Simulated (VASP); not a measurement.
# GaP (R-3m) in VASP: notebook

GaP is run at these levels: LDA; tasks: single point.

Everything below comes from runs of VASP 6.6.1. Logs are shortened: lines on timing, memory, paths and dates and some standing lists are left out, and cuts for length are marked.

## Step 1: The cell of the first run

The structure is trigonal, space group R-3m (No. 166). The conventional cell has a = 3.996 Å, b = 3.996 Å, c = 18.249 Å, α = 90.00°, β = 90.00°, γ = 120.00°. Ga (site symmetry 3m) has 1 Ga at 2.36 Å and 3 P at 2.45 Å within 3.1 Å. P (site symmetry 3m) has 1 P at 2.09 Å and 3 Ga at 2.45 Å within 2.8 Å.

## Step 2: Single point, LDA

Input file INCAR:

```
SYSTEM = GaP
PREC = Accurate ; ENCUT = 520
EDIFF = 1E-6 ; ISMEAR = 0
SIGMA = 0.05 ; LREAL = .FALSE.
LASPH = .TRUE. ; NELM = 100
ALGO = Normal ; ISIF = 2
LWAVE = .FALSE. ; LCHARG = .TRUE.
GGA = CA ; LELF = .TRUE.
LVHAR = .TRUE. ; NBANDS = 26
```

Input file KPOINTS:

```
regular mesh
0
G
  12 12 12
  0 0 0
```

Input file POSCAR:

```
GaP
1.0
    1.9977765764      1.1534168442      6.0830899274
   -1.9977765764      1.1534168442      6.0830899274
    0.0000000000     -2.3068336883      6.0830899274
Ga P
2 2
Direct
    0.4353720000      0.4353720000      0.4353720000
    0.5646280000      0.5646280000      0.5646280000
    0.0573890000      0.0573890000      0.0573890000
    0.9426110000      0.9426110000      0.9426110000
```

Potentials or basis: VASP PAW LDA potentials, release 64 (Ga_d, P).

Launch:

```bash
cat potpaw_LDA.64/Ga_d/POTCAR potpaw_LDA.64/P/POTCAR > POTCAR
mpirun -np 1 vasp_std > vasp.out
```

OUTCAR:

```text
SYSTEM = GaP
   PREC = Accurate
   ENCUT = 520
   EDIFF = 1E-6
   ISMEAR = 0
   LREAL = .FALSE.
   LASPH = .TRUE.
   NELM = 100
   ISIF = 2
   GGA = CA

 ion  position               nearest neighbor table
   1  0.435  0.435  0.435-   2 2.36   3 2.45   3 2.45   3 2.45
   2  0.565  0.565  0.565-   1 2.36   4 2.45   4 2.45   4 2.45
   3  0.057  0.057  0.057-   4 2.09   1 2.45   1 2.45   1 2.45
   4  0.943  0.943  0.943-   3 2.09   2 2.45   2 2.45   2 2.45

  LATTYP: Found a trigonal (rhomboedric) cell.
 ALAT       =     6.5058023894
 COS(alpha) =     0.8114085091

  Lattice vectors:

 A1 = (   1.9977765764,   1.1534168442,   6.0830899274)
 A2 = (  -1.9977765764,   1.1534168442,   6.0830899274)
 A3 = (   0.0000000000,  -2.3068336883,   6.0830899274)

Analysis of symmetry for initial positions (statically):
=====================================================================
 Subroutine PRICEL returns:
 Original cell was already a primitive cell.

 Routine SETGRP: Setting up the symmetry group for a
 trigonal (rhombohedral) supercell.

 Subroutine GETGRP returns: Found 12 space group operations
 (whereof 12 operations were pure point group operations)
 out of a pool of 12 trial point group operations.

The static configuration has the point symmetry D_3d.

Analysis of symmetry for dynamics (positions and initial velocities):
=====================================================================
 Subroutine PRICEL returns:
 Original cell was already a primitive cell.

 Routine SETGRP: Setting up the symmetry group for a
 trigonal (rhombohedral) supercell.

 Subroutine GETGRP returns: Found 12 space group operations
 (whereof 12 operations were pure point group operations)
 out of a pool of 12 trial point group operations.

The dynamic configuration has the point symmetry D_3d.

 Subroutine INISYM returns: Found 12 space group operations
 (whereof 12 operations are pure point group operations),
 and found     1 'primitive' translations

----------------------------------------------------------------------------------------

                                     Primitive cell

  volume of cell :      84.1025

  direct lattice vectors                    reciprocal lattice vectors
     1.997776576  1.153416844  6.083089927     0.250278237  0.144498208  0.054796713
    -1.997776576  1.153416844  6.083089927    -0.250278237  0.144498208  0.054796713
     0.000000000 -2.306833688  6.083089927     0.000000000 -0.288996415  0.054796713

  length of vectors
     6.505802389  6.505802389  6.505802389     0.294145556  0.294145556  0.294145556

[... 87 lines left out ...]
   NSW    =      0    number of steps for IOM
   IBRION =     -1    ionic relax: 0-MD 1-quasi-New 2-CG
   NFREE  =      0    steps in history (QN), initial steepest desc. (CG)
   ISIF   =      2    stress and relaxation
   ISYM   =      2    0-nonsym 1-usesym 2-fastsym
   POTIM  = 0.5000    time-step for ionic-motion
   TEBEG  =    0.0;   TEEND  =   0.0 temperature during run
   PSTRESS=    0.0 pullay stress
   NELECT =      36.0000    total number of electrons
   NUPDOWN=      -1.0000    fix difference up-down
   EMIN   =  10.00;   EMAX   =-10.00  energy-range for DOS
   EFERMI =   0.00;   METHOD = LEGACY
   ISMEAR =     0;   SIGMA  =   0.05  broadening in eV -4-tet -1-fermi 0-gaus
   EFERMI_NEDOS =   21; number of points for ismear=-14 and -15
   IALGO  =     38    algorithm
   IMIX   =      4    mixing-type and parameters
     AMIX     =   0.40;   BMIX     =  1.00
     AMIX_MAG =   1.60;   BMIX_MAG =  1.00
  volume/ion in A,a.u.               =      21.03       141.89
  Fermi-wavevector in a.u.,A,eV,Ry     =   1.233785  2.331515 20.711129  1.522225
  Thomas-Fermi vector in A             =   2.368501
   LORBIT       =      0    0 simple, 1 ext, 2 COOP (PROOUT), +10 PAW based schemes
   GGA     = CA    functional components
   LHFCALC =     F    Hartree Fock is set to
   AEXX    =    0.0000 exact exchange contribution
   IVDW    =     0    specifies the selected vdW correction
   LEPSILON=     F    determine dielectric tensor
   LRPA    =     F    only Hartree local field effects (RPA)
 non-spin polarized calculation
 Gauss-broadening in eV      SIGMA  =   0.05
  energy-cutoff  :      520.00
  volume of cell :       84.10
 maximum number of plane-waves:      2302
   NGX = 25   NGY = 25   NGZ = 25

 number of electron      35.9999994 magnetization

 Free energy of the ion-electron system (eV)
  ---------------------------------------------------
  ext. energy  EPLUGINS =         0.00000000
  ---------------------------------------------------
  free energy    TOTEN  =       -20.08444391 eV

  energy without entropy =      -20.08444391  energy(sigma->0) =      -20.08444391

 E-fermi :   4.6184     XC(G=0):  -9.9815

 val. band max:        4.4675354395   @ k =   0.0000   0.0000   0.0000
 cond. band min:       4.7709863554   @ k =   0.1667   0.1667   0.1667
 fundamental gap:      0.3034509159
 Fermi energy:         4.6183937952

 k-point     1 :       0.0000    0.0000    0.0000
  band No.  band energies     occupation
      1     -10.5230      2.00000
      2     -10.3340      2.00000
      3     -10.3340      2.00000
      4     -10.2840      2.00000
      5     -10.2840      2.00000
      6     -10.2365      2.00000
[... 685 lines left out ...]
     25      11.1583      0.00000
     26      12.1384      0.00000

 [... further k-points ...]

------------------------ aborting loop because EDIFF is reached ----------------------------------------

  FORCE on cell =-STRESS in cart. coord.  units (eV):
  Direction    XX          YY          ZZ          XY          YZ          ZX
  --------------------------------------------------------------------------------------
  -------------------------------------------------------------------------------------
  Total       -4.5300282     -4.5300282      4.1927867      0.0000000      0.0000000      0.0000000
  in kB      -86.2984110    -86.2984110     79.8738576      0.0000000      0.0000000      0.0000000
  external PRESSURE =     -30.9076548 kB  Pullay stress =       0.0000000 kB

 VOLUME and BASIS-vectors are now :
 -----------------------------------------------------------------------------
  energy-cutoff  :      520.00
  volume of cell :       84.10
      direct lattice vectors                 reciprocal lattice vectors
     1.997776576  1.153416844  6.083089927     0.250278237  0.144498208  0.054796713
    -1.997776576  1.153416844  6.083089927    -0.250278237  0.144498208  0.054796713
     0.000000000 -2.306833688  6.083089927     0.000000000 -0.288996415  0.054796713

 POSITION                                       TOTAL-FORCE (eV/Angst)
 -----------------------------------------------------------------------------------
      0.00000      0.00000      7.94522         0.000000     -0.000000     -0.491540
      0.00000      0.00000     10.30405         0.000000      0.000000      0.491540
      0.00000      0.00000      1.04731         0.000000      0.000000      1.401308
      0.00000      0.00000     17.20196         0.000000     -0.000000     -1.401308
 -----------------------------------------------------------------------------------
    total drift:                               -0.000000      0.000000      0.000000

  FREE ENERGIE OF THE ION-ELECTRON SYSTEM (eV)
  ---------------------------------------------------
  free  energy   TOTEN  =       -20.0844439143 eV

  energy  without entropy=      -20.0844439064  energy(sigma->0) =      -20.08444391
```

stdout:

```text
POSCAR found type information on POSCAR GaP
 POSCAR found :  2 types and       4 ions
 scaLAPACK will be used
 LDA part: xc-table for (Slater(with rela. corr.)+CA(PZ))
 , standard interpolation
 POSCAR, INCAR and KPOINTS ok, starting setup
 FFT: planning ... GRIDC
 FFT: planning ... GRID_SOFT
 FFT: planning ... GRID
 WAVECAR not read
 entering main loop
```

Wall time 19 min (1 thread of Intel Xeon 8259CL, shared host); peak memory 0.51 GiB.

What came out:

| Quantity | Value |
| --- | --- |
| Free energy | -20.0844 eV |
| Pressure | -3.1 GPa |
| Largest force | 1.401 eV/Å |
| Band gap on the k mesh | 0.30 eV (least direct gap 0.35 eV) |

Forces on the atoms (eV/Å):
```
Ga   0.000  0.000 -0.492
Ga   0.000  0.000  0.492
P    0.000  0.000  1.401
P    0.000  0.000 -1.401
```

Levels at points of the mesh, in eV from the valence-band top:
```
           k point  band 15  band 16  band 17  band 18  band 19  band 20  band 21  band 22
(0.00, 0.00, 0.00)    -2.25    -0.23     0.00     0.00     0.36     1.34     3.20     3.20
(0.50, 0.00, 0.00)    -4.54    -3.12    -2.86    -1.77     1.26     2.53     4.58     4.82
(0.50, 0.50, 0.00)    -3.63    -3.44    -1.03    -0.29     1.02     1.06     1.62     3.71
(0.50, 0.50, 0.50)    -2.14    -2.14    -0.37    -0.37     0.36     1.87     3.48     3.48
```

Caveat: the stress differs along the axes, from -9 to 8 GPa; semilocal functionals underestimate gaps, and a narrow one can read as zero; forces of over 1 eV/Å act on the atoms, so gaps and moduli don't describe the material at rest. A k mesh can miss the band edges.

## Step 3: Single point, LDA

This run uses another cell than the first one, of the same volume but with other edges.

Input file INCAR:

```
ALGO = Normal
EDIFF = 1E-6
ENCUT = 520
ISIF = 2
ISMEAR = 0
LASPH = True
LCHARG = True
LELF = True
LREAL = False
LVHAR = True
LWAVE = False
NBANDS = 26
NELM = 60
PREC = Accurate
SIGMA = 0.05
```

Input file KPOINTS:

```
k-points
0
Gamma
  12 12 12
```

Input file POSCAR:

```
GaP
1.0
    1.8822557428      1.0867208598      6.8526856271
   -1.8822557428      1.0867208598      6.8526856271
    0.0000000000     -2.1734417196      6.8526856271
Ga P
2 2
Direct
    0.4353720000      0.4353720000      0.4353720000
    0.5646280000      0.5646280000      0.5646280000
    0.0573890000      0.0573890000      0.0573890000
    0.9426110000      0.9426110000      0.9426110000
```

Potentials or basis: VASP PAW LDA potentials, release 64 (Ga_d, P).

Launch:

```bash
cat potpaw_LDA.64/Ga_d/POTCAR potpaw_LDA.64/P/POTCAR > POTCAR
mpirun -np 1 vasp_std > vasp.out
```

It took 31 min on 1 thread of Intel Xeon 8259CL, shared host; peak memory 0.55 GiB.

The run converged. Its results:

| Item | Value |
| --- | --- |
| Free energy | -20.0682 eV |
| Pressure | -4.3 GPa |
| Largest force | 0.588 eV/Å |
| Band gap on the k mesh | 0.20 eV |

Forces in eV/Å, atoms in the order of the input:
```
Ga   0.000  0.000  0.290
Ga   0.000  0.000 -0.290
P    0.000  0.000 -0.588
P    0.000  0.000  0.588
```

Stress tensor (GPa, compression positive):
```
  0.56   0.00   0.00
  0.00   0.56   0.00
  0.00   0.00 -14.16
```

Levels at points of the mesh, in eV from the valence-band top:
```
           k point  band 14  band 15  band 16  band 17  band 18  band 19  band 20  band 21  band 22  band 23
(0.00, 0.00, 0.00)    -1.34    -1.34    -0.57     0.00     0.00     0.20     1.71     2.82     3.99     3.99
(0.50, 0.00, 0.00)    -6.05    -4.45    -2.64    -2.59    -1.77     1.71     2.26     2.77     3.75     5.30
(0.50, 0.50, 0.00)    -6.90    -3.99    -2.80    -1.41    -0.80     0.21     0.99     1.68     3.48     4.40
(0.50, 0.50, 0.50)    -4.19    -1.26    -1.26    -0.16    -0.16     1.69     2.69     4.10     4.10     4.96
```

Caveat: the stress differs along the axes, from -14 to 1 GPa; semilocal functionals underestimate gaps, and a narrow one can read as zero.
